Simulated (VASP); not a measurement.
# CuO (Tenorite) (Cc) in VASP: a series of runs, part 2 of 2

VASP 6.6.1. The steps go on from the part before.

## 3. Single point, PBEsol (volume scaled by 1.02)

INCAR reads:

```
SYSTEM = CuO
PREC = Accurate
ENCUT = 520
EDIFF = 1E-6
ISMEAR = -1
SIGMA = 0.05
LREAL = .FALSE.
LASPH = .TRUE.
NELM = 60
ALGO = Normal
ISIF = 2
LWAVE = .FALSE.
LCHARG = .TRUE.
GGA = PS
LELF = .TRUE.
LVHAR = .TRUE.
NBANDS = 25
```

KPOINTS reads:

```
Automatic mesh
0
G
  10 10 5
  0 0 0
```

POSCAR reads:

```
CuO
1.0
    2.3601779360     -1.7247473506      0.0000000000
    2.3601779360      1.7247473506      0.0000000000
   -0.8662535568      0.0000000000      5.0929435705
Cu O
2 2
Direct
    0.4968000000      0.0032000000      0.5000000000
    0.0032000000      0.4968000000      0.0000000000
    0.4056000000      0.5714000000      0.7537000000
    0.5714000000      0.4056000000      0.2537000000
```

Potentials or basis: VASP PAW PBE potentials, release 64 (Cu, O).

On the command line:

```console
cat potpaw_PBE.64/Cu/POTCAR potpaw_PBE.64/O/POTCAR > POTCAR
mpirun -np 1 vasp_std > vasp.out
```

OUTCAR:

```text
SYSTEM = CuO
   PREC = Accurate
   ENCUT = 520
   EDIFF = 1E-6
   ISMEAR = -1
   LREAL = .FALSE.
   LASPH = .TRUE.
   NELM = 60
   ISIF = 2
   GGA = PS

 ion  position               nearest neighbor table
   1  0.497  0.003  0.500-   4 1.92   3 1.95   4 1.99   3 2.03
   2  0.003  0.497  0.000-   3 1.92   4 1.95   3 1.99   4 2.03
   3  0.406  0.571  0.754-   2 1.92   1 1.95   2 1.99   1 2.03
   4  0.571  0.406  0.254-   1 1.92   2 1.95   1 1.99   2 2.03

  LATTYP: Found a base centered monoclinic cell.
 ALAT       =     4.7203558720
 B/A-ratio  =     0.7307700510
 C/A-ratio  =     1.0944277397
 COS(beta)  =    -0.1676807457

  Lattice vectors:

 A1 = (   2.3601779360,  -1.7247473506,   0.0000000000)
 A2 = (   2.3601779360,   1.7247473506,   0.0000000000)
 A3 = (  -0.8662535568,   0.0000000000,   5.0929435705)

Analysis of symmetry for initial positions (statically):
=====================================================================
 Subroutine PRICEL returns:
 Original cell was already a primitive cell.

 Routine SETGRP: Setting up the symmetry group for a
 base centered monoclinic supercell.

 Subroutine GETGRP returns: Found  2 space group operations
 (whereof  1 operations were pure point group operations)
 out of a pool of  4 trial point group operations.

The static configuration has the point symmetry C_1 .
 The point group associated with its full space group is C_1h.

Analysis of symmetry for dynamics (positions and initial velocities):
=====================================================================
 Subroutine PRICEL returns:
 Original cell was already a primitive cell.

 Routine SETGRP: Setting up the symmetry group for a
 base centered monoclinic supercell.

 Subroutine GETGRP returns: Found  2 space group operations
 (whereof  1 operations were pure point group operations)
 out of a pool of  4 trial point group operations.

The dynamic configuration has the point symmetry C_1 .
 The point group associated with its full space group is C_1h.

 Subroutine INISYM returns: Found  2 space group operations
 (whereof  1 operations are pure point group operations),
 and found     1 'primitive' translations

----------------------------------------------------------------------------------------

                                     Primitive cell

  volume of cell :      41.4638

  direct lattice vectors                    reciprocal lattice vectors
     2.360177936 -1.724747351  0.000000000     0.211848434 -0.289897532  0.036033083
     2.360177936  1.724747351  0.000000000     0.211848434  0.289897532  0.036033083
    -0.866253557  0.000000000  5.092943571     0.000000000  0.000000000  0.196350104

  length of vectors
     2.923216262  2.923216262  5.166088408     0.360858312  0.360858312  0.196350104

  position of ions in fractional coordinates (direct lattice)
     0.496800000  0.003200000  0.500000000
     0.003200000  0.496800000  0.000000000
     0.405600000  0.571400000  0.753700000
     0.571400000  0.405600000  0.253700000

  ion indices of the primitive-cell ions
   primitive index   ion index
                 1           1
                 2           2
                 3           3
                 4           4

----------------------------------------------------------------------------------------

 KPOINTS: Automatic mesh

Automatic generation of k-mesh.
 Grid dimensions read from file:
 generate k-points for:   10   10    5

 Generating k-lattice:

  Cartesian coordinates                     Fractional coordinates (reciprocal lattice)
     0.021184843 -0.028989753  0.003603308     0.100000000  0.000000000  0.000000000
     0.021184843  0.028989753  0.003603308     0.000000000  0.100000000  0.000000000
     0.000000000  0.000000000  0.039270021     0.000000000  0.000000000  0.200000000

  Length of vectors
     0.036085831  0.036085831  0.039270021

  Shift w.r.t. Gamma in fractional coordinates (k-lattice)
     0.000000000  0.000000000  0.000000000

 Subroutine IBZKPT returns following result:
 ===========================================

 Found    141 irreducible k-points:

 Following reciprocal coordinates:
            Coordinates               Weight
  0.000000  0.000000  0.000000      1.000000
  0.100000 -0.000000  0.000000      4.000000
  0.200000 -0.000000  0.000000      4.000000
  0.300000  0.000000  0.000000      4.000000
  0.400000 -0.000000  0.000000      4.000000
  0.500000  0.000000  0.000000      2.000000
[... 16 lines left out ...]
  0.300000  0.300000  0.000000      2.000000
  0.400000  0.300000  0.000000      4.000000
 [... further k-points ...]
   k-points           NKPTS =    141   k-points in BZ     NKDIM =    141   number of bands    NBANDS=     25
   number of dos      NEDOS =    301   number of ions     NIONS =      4
   total plane-waves  NPLWV =  23040
   dimension x,y,z NGX =    24 NGY =   24 NGZ =   40
   dimension x,y,z NGXF=    48 NGYF=   48 NGZF=   80
   ions per type =               2   2
   NGX,Y,Z   is equivalent  to a cutoff of  13.65, 13.65, 12.87 a.u.
   NGXF,Y,Z  is equivalent  to a cutoff of  27.30, 27.30, 25.74 a.u.
 SYSTEM =  CuO
   PREC   = accura    normal or accurate (medium, high low for compatibility)
   ISTART =      0    job   : 0-new  1-cont  2-samecut
   ICHARG =      2    charge: 1-file 2-atom 10-const
   ISPIN  =      1    spin polarized calculation?
   LNONCOLLINEAR =      F non collinear calculations
   LSORBIT =      F    spin-orbit coupling
   LASPH  =      T    aspherical Exc in radial PAW
   ENCUT  =  520.0 eV  38.22 Ry    6.18 a.u.   5.44  5.44  9.61*2*pi/ulx,y,z
   NELM   =     60;   NELMIN=  2; NELMDL= -5     # of ELM steps
   EDIFF  = 0.1E-05   stopping-criterion for ELM
   LREAL  =      F    real-space projection
   EDIFFG = 0.1E-04   stopping-criterion for IOM
   NSW    =      0    number of steps for IOM
   IBRION =     -1    ionic relax: 0-MD 1-quasi-New 2-CG
   NFREE  =      0    steps in history (QN), initial steepest desc. (CG)
   ISIF   =      2    stress and relaxation
   ISYM   =      2    0-nonsym 1-usesym 2-fastsym
   POTIM  = 0.5000    time-step for ionic-motion
   TEBEG  =    0.0;   TEEND  =   0.0 temperature during run
   PSTRESS=    0.0 pullay stress
   NELECT =      34.0000    total number of electrons
   NUPDOWN=      -1.0000    fix difference up-down
   EMIN   =  10.00;   EMAX   =-10.00  energy-range for DOS
   EFERMI =   0.00;   METHOD = LEGACY
   ISMEAR =    -1;   SIGMA  =   0.05  broadening in eV -4-tet -1-fermi 0-gaus
   EFERMI_NEDOS =   21; number of points for ismear=-14 and -15
   IALGO  =     38    algorithm
   IMIX   =      4    mixing-type and parameters
     AMIX     =   0.40;   BMIX     =  1.00
     AMIX_MAG =   1.60;   BMIX_MAG =  1.00
  volume/ion in A,a.u.               =      10.37        69.95
  Fermi-wavevector in a.u.,A,eV,Ry     =   1.532303  2.895634 31.945851  2.347954
  Thomas-Fermi vector in A             =   2.639528
   LORBIT       =      0    0 simple, 1 ext, 2 COOP (PROOUT), +10 PAW based schemes
   GGA     = PS    functional components
   LHFCALC =     F    Hartree Fock is set to
   AEXX    =    0.0000 exact exchange contribution
   IVDW    =     0    specifies the selected vdW correction
   LEPSILON=     F    determine dielectric tensor
   LRPA    =     F    only Hartree local field effects (RPA)
 non-spin polarized calculation
  energy-cutoff  :      520.00
  volume of cell :       41.46
 maximum number of plane-waves:      1147
 NGX is ok and might be reduce to    24
   NGX = 11   NGY = 11   NGZ = 19

 number of electron      33.9999996 magnetization

 Free energy of the ion-electron system (eV)
  ---------------------------------------------------
  ext. energy  EPLUGINS =         0.00000000
  ---------------------------------------------------
  free energy    TOTEN  =       -21.28667051 eV

  energy without entropy =      -21.26720254  energy(sigma->0) =      -21.27693652

 E-fermi :   5.2368     XC(G=0): -12.0556

 val. band max:        5.2177675047   @ k =  -0.2000   0.0000   0.2000
 cond. band min:       5.2369349243   @ k =  -0.4000   0.2000   0.4000
 fundamental gap:      0.0191674195
 Fermi energy:         5.2368213628

 k-point     1 :       0.0000    0.0000    0.0000
  band No.  band energies     occupation
      1     -14.4114      2.00000
      2     -13.1198      2.00000
      3      -2.7427      2.00000
      4      -0.1671      2.00000
      5       0.1922      2.00000
      6       1.9562      2.00000
[... 17 lines left out ...]
     24      21.3703      0.00000
     25      21.7469      0.00000
[... 621 lines left out ...]
      3      -1.4348      2.00000
      4      -1.1415      2.00000
      5      -0.1517      2.00000
      6       0.0130      2.00000
[... 17 lines left out ...]
     24      18.3261      0.00000
     25      19.4195      0.00000

 [... further k-points ...]
[... 5 lines left out ...]
  --------------------------------------------------------------------------------------
  -------------------------------------------------------------------------------------
  Total       -1.5112408     -0.6983217     -1.9233136      0.0000000      0.0000000     -0.1687975
  in kB      -58.3949343    -26.9834218    -74.3175842      0.0000000      0.0000000     -6.5224023
  external PRESSURE =     -53.2319801 kB  Pullay stress =       0.0000000 kB

 VOLUME and BASIS-vectors are now :
 -----------------------------------------------------------------------------
  energy-cutoff  :      520.00
  volume of cell :       41.46
      direct lattice vectors                 reciprocal lattice vectors
     2.360177936 -1.724747351  0.000000000     0.211848434 -0.289897532  0.036033083
     2.360177936  1.724747351  0.000000000     0.211848434  0.289897532  0.036033083
    -0.866253557  0.000000000  5.092943571     0.000000000  0.000000000  0.196350104

 POSITION                                       TOTAL-FORCE (eV/Angst)
 -----------------------------------------------------------------------------------
      0.74696     -0.85134      2.54647        -0.572391     -0.301003      0.217096
      1.18009      0.85134      0.00000        -0.572391      0.301003      0.217096
      1.65300      0.28596      3.83855         0.572391     -0.422563     -0.217096
      2.08613     -0.28596      1.29208         0.572391      0.422563     -0.217096
 -----------------------------------------------------------------------------------
    total drift:                               -0.000407      0.000000     -0.000720

  FREE ENERGIE OF THE ION-ELECTRON SYSTEM (eV)
  ---------------------------------------------------
  free  energy   TOTEN  =       -21.2866705097 eV

  energy  without entropy=      -21.2672025376  energy(sigma->0) =      -21.27693652
```

OSZICAR:

```text
N       E                     dE             d eps       ncg     rms          rms(c)
DAV:   1     0.290541890449E+03    0.29054E+03   -0.16442E+04  7514   0.213E+03
DAV:   2     0.899504679470E+01   -0.28155E+03   -0.25958E+03  7220   0.392E+02
DAV:   3    -0.260637681157E+02   -0.35059E+02   -0.33019E+02  8674   0.154E+02
DAV:   4    -0.272672697659E+02   -0.12035E+01   -0.11965E+01  8888   0.303E+01
DAV:   5    -0.272881118312E+02   -0.20842E-01   -0.20832E-01  9092   0.356E+00    0.174E+01
DAV:   6    -0.251414626524E+02    0.21466E+01   -0.37536E+01  9981   0.156E+02    0.139E+01
DAV:   7    -0.212345450861E+02    0.39069E+01   -0.10359E+01  8538   0.116E+02    0.256E+00
DAV:   8    -0.213293541119E+02   -0.94809E-01   -0.15517E+00  7526   0.862E+00    0.161E+00
DAV:   9    -0.212899151493E+02    0.39439E-01   -0.57258E-02 11330   0.586E+00    0.412E-01
DAV:  10    -0.212875094477E+02    0.24057E-02   -0.11382E-02  9963   0.134E+00    0.317E-01
DAV:  11    -0.212866494451E+02    0.86000E-03   -0.53586E-03 10798   0.670E-01    0.515E-02
DAV:  12    -0.212866560993E+02   -0.66543E-05   -0.38487E-04  9876   0.232E-01    0.352E-02
DAV:  13    -0.212866717619E+02   -0.15663E-04   -0.20357E-05 10798   0.707E-02    0.858E-03
DAV:  14    -0.212866706202E+02    0.11418E-05   -0.87185E-07  5623   0.177E-02    0.527E-03
DAV:  15    -0.212866705097E+02    0.11045E-06   -0.28887E-06  5207   0.152E-02
   1 F= -.21286671E+02 E0= -.21276937E+02  d E =-.194680E-01
```

stdout:

```text
POSCAR found type information on POSCAR CuO
 POSCAR found :  2 types and       4 ions
 scaLAPACK will be used
 -----------------------------------------------------------------------------
|                                                                             |
|                                                                             |
|     You enforced a specific xc type in the INCAR file but a different       |
|     I HOPE YOU KNOW WHAT YOU ARE DOING!                                     |
|                                                                             |
 -----------------------------------------------------------------------------

 LDA part: xc-table for (Slater+PW92), standard interpolation
 POSCAR, INCAR and KPOINTS ok, starting setup
 FFT: planning ... GRIDC
 FFT: planning ... GRID_SOFT
 FFT: planning ... GRID
 WAVECAR not read
 entering main loop
```

It took 75 s on 1 thread of AMD EPYC 9R45 (Zen 5), shared host; peak memory 0.22 GiB.

What came out:

```yaml
Free_energy: -21.2867 eV
Pressure: -5.3 GPa
Largest_force: 0.744 eV/Å
Band_gap_on_the_k_mesh: zero (band 17 reaches 5.52 eV, above the bottom of band 18 at 4.92 eV)
```

Forces on the atoms (eV/Å):
```
Cu  -0.572 -0.301  0.217
Cu  -0.572  0.301  0.217
O    0.572 -0.423 -0.217
O    0.572  0.423 -0.217
```

Stress tensor (GPa, compression positive):
```
-5.84  0.00 -0.65
 0.00 -2.70  0.00
-0.65  0.00 -7.43
```

Caveat: the PAW data sets were made with another functional, which shifts forces and pressure a little; semilocal functionals often make such compounds metallic where correlation or magnetic order opens a gap, which also shifts bond lengths.

## 4. Single point, LDA (volume scaled by 1.04)

INCAR reads:

```
PREC = Accurate
ENCUT = 520
EDIFF = 1E-6
ISMEAR = -1
SIGMA = 0.05
LREAL = F
LASPH = T
NELM = 60
ALGO = Normal
ISIF = 2
LWAVE = F
LCHARG = F
NBANDS = 25
```

KPOINTS reads:

```
Automatic mesh
0
Gamma
  10 10 5
```

POSCAR reads:

```
CuO
1.0
    2.3755041962     -1.7359473225      0.0000000000
    2.3755041962      1.7359473225      0.0000000000
   -0.8718787375      0.0000000000      5.1260155593
Cu O
2 2
Direct
    0.4968000000      0.0032000000      0.5000000000
    0.0032000000      0.4968000000      0.0000000000
    0.4056000000      0.5714000000      0.7537000000
    0.5714000000      0.4056000000      0.2537000000
```

Potentials or basis: VASP PAW LDA potentials, release 64 (Cu, O).

On the command line:

```console
cat potpaw_LDA.64/Cu/POTCAR potpaw_LDA.64/O/POTCAR > POTCAR
mpirun -np 1 vasp_std > vasp.out
```

It took 72 s on 1 thread of AMD EPYC 9R45 (Zen 5), shared host; peak memory 0.2 GiB.

The run converged. Its results:

* Free energy: -22.9877 eV
* Pressure: -14.6 GPa
* Largest force: 0.784 eV/Å
* Band gap on the k mesh: zero (band 17 reaches 5.09 eV, above the bottom of band 18 at 4.48 eV)

Forces in eV/Å, atoms in the order of the input:
```
Cu  -0.500 -0.242  0.182
Cu  -0.500  0.242  0.182
O    0.500 -0.576 -0.182
O    0.500  0.576 -0.182
```

Stress tensor (GPa, compression positive):
```
-15.66   0.00   0.57
  0.00  -9.99   0.00
  0.57   0.00 -18.17
```

Levels at points of the mesh, in eV from the Fermi level:
```csv
k point,band 13,band 14,band 15,band 16,band 17,band 18,band 19,band 20,band 21,band 22
"(0.00, 0.00, 0.00)",-2.17,-2.09,-2.01,-1.54,0.23,0.89,1.60,5.95,7.85,13.02
"(0.50, 0.00, 0.00)",-1.92,-1.49,-1.38,-1.30,-0.03,0.29,4.81,6.09,6.72,10.77
"(0.50, 0.50, 0.00)",-2.01,-2.00,-1.66,-1.14,-0.59,1.03,3.41,6.78,8.40,9.58
```

Caveat: semilocal functionals often make such compounds metallic where correlation or magnetic order opens a gap, which also shifts bond lengths.

## 5. The runs side by side

```tsv
level	potentials or basis	cell	gap on the mesh (eV)	pressure (GPa)	largest force (eV/Å)
LDA	VASP PAW LDA potentials, release 64 (Cu, O)	a = 2.923, b = 2.923, c = 5.166 Å, angles 97.8, 97.8, 72.3°, 4 atoms	none	-11.9	0.78
PBEsol	VASP PAW PBE potentials, release 64 (Cu, O)	a = 2.923, b = 2.923, c = 5.166 Å, angles 97.8, 97.8, 72.3°, 4 atoms	none	-5.3	0.74
LDA	VASP PAW LDA potentials, release 64 (Cu, O)	a = 2.942, b = 2.942, c = 5.200 Å, angles 97.8, 97.8, 72.3°, 4 atoms	none	-14.6	0.78
```

Alike in all rows: task single point; no spin polarisation; k mesh 10 × 10 × 5; cutoff (eV) 520; smearing fermi-dirac 0.05 eV.

Caveats: semilocal functionals often make such compounds metallic where correlation or magnetic order opens a gap, which also shifts bond lengths; the PAW data sets were made with another functional, which shifts forces and pressure a little (some runs).

Total energies depend on the potentials used, so only differences within one code and one set of settings carry meaning.
